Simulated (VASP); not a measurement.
A run of VASP 6.6.1 is set up as follows.

File INCAR:

```
PREC = Accurate
ENCUT = 520
EDIFF = 1E-6
ISMEAR = -1
SIGMA = 0.02
LREAL = False
LASPH = True
NELM = 80
ALGO = Normal
ISIF = 2
LWAVE = False
LCHARG = True
GGA = PE
LELF = True
LVHAR = True
NBANDS = 26
```

KPOINTS

```
regular mesh
0
Gamma
  12 12 6
```

POSCAR

```
CuF
1.0
    3.2965367194      0.0000000000      0.0000000000
   -1.6482683597      2.8548845435      0.0000000000
    0.0000000000      0.0000000000      5.2008554323
Cu F
2 2
Direct
    0.0000000000      0.0000000000      0.0000000000
    0.0000000000      0.0000000000      0.5000000000
    0.3333333333      0.6666666667      0.2500000000
    0.6666666667      0.3333333333      0.7500000000
```

Potentials or basis: VASP PAW PBE potentials, release 64 (Cu, F).

The run is started by

```console
$ cat potpaw_PBE.64/Cu/POTCAR potpaw_PBE.64/F/POTCAR > POTCAR
$ mpirun -np 1 vasp_std > vasp.out
```

**Question.** Predict the pressure.

**Answer.** -0.1 GPa.

**Question.** Estimate the band gap on the k mesh.

**Answer.** Zero (bands 18 and 19 overlap by 0.26 eV).

Caveat: semilocal functionals underestimate gaps, and a narrow one can read as zero. With open d or f shells a metallic result of PBE can be an artefact of self-interaction; +U or a hybrid may open a gap.
